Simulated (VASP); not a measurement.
# KI (Pm-3m) in VASP: notebook, part 3 of 3

VASP 6.6.1. Earlier steps stand in the parts before.

## 6. Relaxation of cell and atoms, PBEsol

This run uses another cell than the first one, of 39.51 Å³/atom, 1.125 times its volume.

INCAR reads:

```
PREC = Accurate ; ENCUT = 600
EDIFF = 1E-7 ; ISMEAR = 0
SIGMA = 0.01 ; LREAL = False
LASPH = True ; NELM = 100
ALGO = Normal ; ISIF = 3
LWAVE = False ; LCHARG = False
GGA = PS ; IBRION = 2
NSW = 80 ; EDIFFG = -0.01
```

KPOINTS reads:

```
regular mesh
0
Gamma
  4 4 4
```

POSCAR reads:

```
KI
1.0
    4.2911970000      0.0000000000      0.0000000000
    0.0000000000      4.2911970000      0.0000000000
    0.0000000000      0.0000000000      4.2911970000
K I
1 1
Direct
    0.0000000000      0.0000000000      0.0000000000
    0.5000000000      0.5000000000      0.5000000000
```

Potentials or basis: VASP PAW PBE potentials, release 64 (K_sv, I).

The run is started by

```bash
$ cat potpaw_PBE.64/K_sv/POTCAR potpaw_PBE.64/I/POTCAR > POTCAR
$ mpirun -np 1 vasp_std > vasp.out
```

OUTCAR:

```text
PREC = Accurate
   ENCUT = 600
   EDIFF = 1E-7
   ISMEAR = 0
   LREAL = False
   LASPH = True
   NELM = 100
   ISIF = 3
   GGA = PS
   IBRION = 2
   NSW = 80
   EDIFFG = -0.01

 ion  position               nearest neighbor table
   1  0.000  0.000  0.000-
   2  0.500  0.500  0.500-

  LATTYP: Found a simple cubic cell.
 ALAT       =     4.2911970000

  Lattice vectors:

 A1 = (   4.2911970000,   0.0000000000,   0.0000000000)
 A2 = (   0.0000000000,   4.2911970000,   0.0000000000)
 A3 = (   0.0000000000,   0.0000000000,   4.2911970000)

Analysis of symmetry for initial positions (statically):
=====================================================================
 Subroutine PRICEL returns:
 Original cell was already a primitive cell.

 Routine SETGRP: Setting up the symmetry group for a
 simple cubic supercell.

 Subroutine GETGRP returns: Found 48 space group operations
 (whereof 48 operations were pure point group operations)
 out of a pool of 48 trial point group operations.

The static configuration has the point symmetry O_h .

[... 138 lines left out ...]

 number of electron      16.0000001 magnetization

 Free energy of the ion-electron system (eV)
  ---------------------------------------------------
  ext. energy  EPLUGINS =         0.00000000
  ---------------------------------------------------
  free energy    TOTEN  =        -5.71312035 eV

  energy without entropy =       -5.71312035  energy(sigma->0) =       -5.71312035

------------------------ aborting loop because EDIFF is reached ----------------------------------------

  FORCE on cell =-STRESS in cart. coord.  units (eV):
  Direction    XX          YY          ZZ          XY          YZ          ZX
  --------------------------------------------------------------------------------------
  -------------------------------------------------------------------------------------
  Total       -0.2380387     -0.2380387     -0.2380387      0.0000000      0.0000000     -0.0000000
  in kB       -4.8263942     -4.8263942     -4.8263942      0.0000000      0.0000000     -0.0000000
  external PRESSURE =      -4.8263942 kB  Pullay stress =       0.0000000 kB
[... 59 lines left out ...]
--------------------------------------- Ionic step        3  -------------------------------------------

 number of electron      15.9999997 magnetization

 Free energy of the ion-electron system (eV)
  ---------------------------------------------------
  ext. energy  EPLUGINS =         0.00000000
  ---------------------------------------------------
  free energy    TOTEN  =        -5.71746789 eV

  energy without entropy =       -5.71746789  energy(sigma->0) =       -5.71746789

 E-fermi :   1.1506     XC(G=0):  -8.0183

 val. band max:        1.0251265269   @ k =   0.5000   0.5000   0.0000
 cond. band min:       4.2878904876   @ k =   0.0000   0.0000   0.0000
 fundamental gap:      3.2627639607
 Fermi energy:         1.1506229967

 k-point     1 :       0.0000    0.0000    0.0000
  band No.  band energies     occupation
      1     -28.1441      2.00000
      2     -11.6620      2.00000
      3     -11.6620      2.00000
      4     -11.6620      2.00000
      5     -10.2682      2.00000
      6       0.6373      2.00000
      7       0.6373      2.00000
      8       0.6373      2.00000
      9       4.2879      0.00000
     10       5.6081      0.00000
     11       5.6081      0.00000
     12       9.4420      0.00000
[... 162 lines left out ...]
  FREE ENERGIE OF THE ION-ELECTRON SYSTEM (eV)
  ---------------------------------------------------
  free  energy   TOTEN  =        -5.7174678940 eV

  energy  without entropy=       -5.7174678940  energy(sigma->0) =       -5.71746789

 reached required accuracy - stopping structural energy minimisation
```

CONTCAR:

```text
KI
   1.00000000000000
     4.2413635646898928    0.0000000000000000   -0.0000000000000000
     0.0000000000000000    4.2413635646898928   -0.0000000000000000
     0.0000000000000000    0.0000000000000000    4.2413635646898928
  K               I
     1     1
Direct
     0.0000000000000000    0.0000000000000000    0.0000000000000000
     0.5000000000000000    0.5000000000000000    0.5000000000000000

  0.00000000E+00  0.00000000E+00  0.00000000E+00
  0.00000000E+00  0.00000000E+00  0.00000000E+00
```

It took 30 s on 1 thread of Intel Xeon 6975P-C, shared host; peak memory 0.22 GiB.

Results:

| Item | Value |
| --- | --- |
| Free energy | -5.7175 eV |
| Relaxed volume | 38.15 Å³/atom |
| Relaxed cell | a = 4.241 Å, b = 4.241 Å, c = 4.241 Å, α = 90.00°, β = 90.00°, γ = 90.00° |
| Space group after relaxing (to 0.05 Å) | Pm-3m (No. 221) |
| Energy gained by relaxing | 2.2 meV/atom |
| Ionic steps | 3 |
| Pressure after relaxing | 0.0 GPa |
| Band gap on the k mesh | 3.26 eV, indirect (least direct gap 3.65 eV) |

Step by step:
```csv
step,energy change (eV),largest force (eV/Å),pressure (GPa),volume (Å³)
1,0.0000,0.0000,-0.48,79.02
2,-0.0032,0.0000,-0.26,77.67
3,-0.0043,0.0000,-0.01,76.30
```

Final structure:
```
CELL_PARAMETERS angstrom
4.24136 0.00000 0.00000
0.00000 4.24136 0.00000
0.00000 0.00000 4.24136
ATOMIC_POSITIONS crystal
K 0.00000 0.00000 0.00000
I 0.50000 0.50000 0.50000
```

Levels at points of the mesh, in eV from the valence-band top:
```
           k point  band 4  band 5  band 6  band 7  band 8  band 9  band 10  band 11  band 12
(0.00, 0.00, 0.00)  -12.69  -11.29   -0.39   -0.39   -0.39    3.26     4.58     4.58     8.42
(0.50, 0.00, 0.00)  -12.67  -10.93   -2.47   -0.32   -0.32    5.42     6.06     6.92     7.13
(0.50, 0.50, 0.00)  -12.66  -10.91   -1.83   -1.83    0.00    3.77     5.60     6.73     6.73
(0.50, 0.50, 0.50)  -12.76  -10.72   -1.79   -1.79   -1.79    5.52     5.52     5.52     8.95
```

Caveat: the PAW data sets were made with another functional, which shifts forces and pressure a little; spin-orbit coupling is left out, which moves the levels of the heavy elements.

## 7. Relaxation of cell and atoms, BLYP+D3(BJ)

This run uses another cell than the first one, of 39.51 Å³/atom, 1.125 times its volume.

INCAR reads:

```
SYSTEM = KI
AGGAC = 1.0
AGGAX = 1.0
ALDAC = 0.0
ALDAX = 1.0
ALGO = Normal
EDIFF = 1E-6
EDIFFG = -0.01
ENCUT = 600
GGA = B5
IBRION = 2
ISIF = 3
ISMEAR = 0
IVDW = 12
LASPH = .TRUE.
LCHARG = .FALSE.
LREAL = .FALSE.
LWAVE = .FALSE.
NELM = 100
NSW = 80
PREC = Accurate
SIGMA = 0.01
VDW_A1 = 0.4298
VDW_A2 = 4.2359
VDW_S6 = 1.0
VDW_S8 = 2.6996
```

KPOINTS reads:

```
k-points
0
G
  4 4 4
  0 0 0
```

POSCAR is that of step 6.

Potentials or basis: VASP PAW PBE potentials, release 64 (K_sv, I).

The run is started by

```bash
$ cat potpaw_PBE.64/K_sv/POTCAR potpaw_PBE.64/I/POTCAR > POTCAR
$ mpirun -np 1 vasp_std > vasp.out
```

OUTCAR:

```text
SYSTEM = KI
   EDIFF = 1E-6
   EDIFFG = -0.01
   ENCUT = 600
   GGA = B5
   IBRION = 2
   ISIF = 3
   ISMEAR = 0
   IVDW = 12
   LASPH = .TRUE.
   LREAL = .FALSE.
   NELM = 100
   NSW = 80
   PREC = Accurate
 IVDW          = 12

 ion  position               nearest neighbor table
   1  0.000  0.000  0.000-
   2  0.500  0.500  0.500-

  LATTYP: Found a simple cubic cell.
 ALAT       =     4.2911970000

  Lattice vectors:

 A1 = (   4.2911970000,   0.0000000000,   0.0000000000)
 A2 = (   0.0000000000,   4.2911970000,   0.0000000000)
 A3 = (   0.0000000000,   0.0000000000,   4.2911970000)

Analysis of symmetry for initial positions (statically):
=====================================================================
 Subroutine PRICEL returns:
 Original cell was already a primitive cell.

 Routine SETGRP: Setting up the symmetry group for a
 simple cubic supercell.

 Subroutine GETGRP returns: Found 48 space group operations
 (whereof 48 operations were pure point group operations)
 out of a pool of 48 trial point group operations.

The static configuration has the point symmetry O_h .

Analysis of symmetry for dynamics (positions and initial velocities):
=====================================================================
 Subroutine PRICEL returns:
 Original cell was already a primitive cell.

[... 122 lines left out ...]
   LRPA    =     F    only Hartree local field effects (RPA)
 conjugate gradient relaxation of ions
 non-spin polarized calculation
 Gauss-broadening in eV      SIGMA  =   0.01
  energy-cutoff  :      600.00
  volume of cell :       79.02
 maximum number of plane-waves:      2666
 NGX is ok and might be reduce to    36
   NGX = 17   NGY = 17   NGZ = 17

--------------------------------------- Ionic step        1  -------------------------------------------

 number of electron      16.0000001 magnetization

 Free energy of the ion-electron system (eV)
  ---------------------------------------------------
  ext. energy  EPLUGINS =         0.00000000
  ---------------------------------------------------
  free energy    TOTEN  =        -4.85717517 eV

  energy without entropy =       -4.85717517  energy(sigma->0) =       -4.85717517

------------------------ aborting loop because EDIFF is reached ----------------------------------------

 Edisp (eV)   -1.24456

 E8    (eV) :    -0.9618
[... 71 lines left out ...]
--------------------------------------- Ionic step        3  -------------------------------------------

 number of electron      15.9999998 magnetization

 Free energy of the ion-electron system (eV)
  ---------------------------------------------------
  ext. energy  EPLUGINS =         0.00000000
  ---------------------------------------------------
  free energy    TOTEN  =        -4.79908393 eV

  energy without entropy =       -4.79908393  energy(sigma->0) =       -4.79908393

 E-fermi :   1.7100     XC(G=0):  -7.5305

 val. band max:        1.6395997283   @ k =   0.5000   0.5000   0.0000
 cond. band min:       5.1978603929   @ k =   0.0000   0.0000   0.0000
 fundamental gap:      3.5582606646
 Fermi energy:         1.7100381990

 k-point     1 :       0.0000    0.0000    0.0000
  band No.  band energies     occupation
      1     -27.7911      2.00000
      2     -11.3212      2.00000
      3     -11.3212      2.00000
      4     -11.3212      2.00000
      5      -9.6640      2.00000
      6       1.2516      2.00000
      7       1.2516      2.00000
      8       1.2516      2.00000
      9       5.1979      0.00000
     10       6.3451      0.00000
     11       6.3451      0.00000
     12       9.9167      0.00000
[... 166 lines left out ...]
  FREE ENERGIE OF THE ION-ELECTRON SYSTEM (eV)
  ---------------------------------------------------
  free  energy   TOTEN  =        -6.1134056402 eV

  energy  without entropy=       -6.1134056402  energy(sigma->0) =       -6.11340564

 reached required accuracy - stopping structural energy minimisation
```

OSZICAR:

```text
N       E                     dE             d eps       ncg     rms          rms(c)
DAV:   1     0.100239161752E+03    0.10024E+03   -0.72226E+03   240   0.128E+03
DAV:   2     0.864329954447E+00   -0.99375E+02   -0.92050E+02   304   0.273E+02
DAV:   3    -0.478156283457E+01   -0.56459E+01   -0.56142E+01   320   0.569E+01
[... 24 lines left out ...]
DAV:   4    -0.479904890753E+01   -0.39603E-03   -0.31727E-03   372   0.318E-01    0.125E-01
DAV:   5    -0.479906821636E+01   -0.19309E-04   -0.10279E-03   452   0.205E-01    0.542E-02
DAV:   6    -0.479908262701E+01   -0.14411E-04   -0.15156E-05   280   0.361E-02    0.154E-02
DAV:   7    -0.479908381785E+01   -0.11908E-05   -0.11135E-06   208   0.104E-02    0.265E-03
DAV:   8    -0.479908393066E+01   -0.11281E-06   -0.25881E-07   144   0.627E-03
   3 F= -.61134056E+01 E0= -.61134056E+01  d E =-.116708E-01
```

CONTCAR:

```text
KI
   1.00000000000000
     4.2112933375132089   -0.0000000000000000    0.0000000000000000
    -0.0000000000000000    4.2112933375132089    0.0000000000000000
    -0.0000000000000000   -0.0000000000000000    4.2112933375132089
  K               I
     1     1
Direct
     0.0000000000000000    0.0000000000000000    0.0000000000000000
     0.5000000000000000    0.5000000000000000    0.5000000000000000

  0.00000000E+00  0.00000000E+00  0.00000000E+00
  0.00000000E+00  0.00000000E+00  0.00000000E+00
```

It took 57 s on 1 thread of Intel Xeon 6975P-C, shared host; peak memory 0.22 GiB.

What came out:

| Property | Result |
| --- | --- |
| Free energy | -6.1134 eV |
| Relaxed volume | 37.34 Å³/atom |
| Relaxed cell | a = 4.211 Å, b = 4.211 Å, c = 4.211 Å, α = 90.00°, β = 90.00°, γ = 90.00° |
| Space group after relaxing (to 0.05 Å) | Pm-3m (No. 221) |
| Energy gained by relaxing | 5.8 meV/atom |
| Ionic steps | 3 |
| Pressure after relaxing | 0.0 GPa |
| Band gap on the k mesh | 3.56 eV, indirect (least direct gap 3.91 eV) |
| Dispersion energy per atom | -0.657 eV |

The path:
```csv
step,energy change (eV),largest force (eV/Å),pressure (GPa),volume (Å³)
1,0.0000,0.0000,-0.84,79.02
2,-0.0092,0.0000,-0.41,76.67
3,-0.0117,0.0000,0.02,74.69
```

Final structure:
```
K I
1.0
     4.21129    0.00000    0.00000
     0.00000    4.21129    0.00000
     0.00000    0.00000    4.21129
K I
1 1
Cartesian
  0.0000 0.0000 0.0000
  2.1056 2.1056 2.1056
```

Levels at points of the mesh, in eV from the valence-band top:
| k point | band 6 | band 7 | band 8 | band 9 | band 10 | band 11 |
| --- | --- | --- | --- | --- | --- | --- |
| (0.00, 0.00, 0.00) | -0.39 | -0.39 | -0.39 | 3.56 | 4.71 | 4.71 |
| (0.50, 0.00, 0.00) | -2.47 | -0.33 | -0.33 | 5.77 | 6.13 | 7.11 |
| (0.50, 0.50, 0.00) | -1.83 | -1.83 | 0.00 | 3.91 | 5.72 | 6.69 |
| (0.50, 0.50, 0.50) | -1.81 | -1.81 | -1.81 | 5.77 | 5.77 | 5.77 |

Caveat: the PAW data sets were made with another functional, which shifts forces and pressure a little; spin-orbit coupling is left out, which moves the levels of the heavy elements. A k mesh can miss the band edges.

## 8. The runs side by side

```csv
task,level,cell,cutoff (eV),gap on the mesh (eV),pressure (GPa),relaxed volume (Å³/atom)
single point,PBEsol+D3(BJ),"a = 4.126 Å, 2 atoms",520,3.49,0.1,-
single point,BLYP+D3(BJ),"a = 4.206 Å, 2 atoms",520,3.57,0.1,-
single point,PBEsol,"a = 4.232 Å, 2 atoms",520,3.28,0.1,-
relaxation of cell and atoms,PBEsol+D3(BJ),"relaxed from a = 4.291 Å, 2 atoms",600,3.47,0.0,35.31
relaxation of cell and atoms,PBEsol,"relaxed from a = 4.291 Å, 2 atoms",600,3.26,0.0,38.15
relaxation of cell and atoms,BLYP+D3(BJ),"relaxed from a = 4.291 Å, 2 atoms",600,3.56,0.0,37.34
```

Alike in all rows: potentials or basis VASP PAW PBE potentials, release 64 (K_sv, I); no spin polarisation; k mesh 4 × 4 × 4; smearing gaussian 0.01 eV.

Caveats: the PAW data sets were made with another functional, which shifts forces and pressure a little; spin-orbit coupling is left out, which moves the levels of the heavy elements.

Total energies depend on the potentials used, so only differences within one code and one set of settings carry meaning.
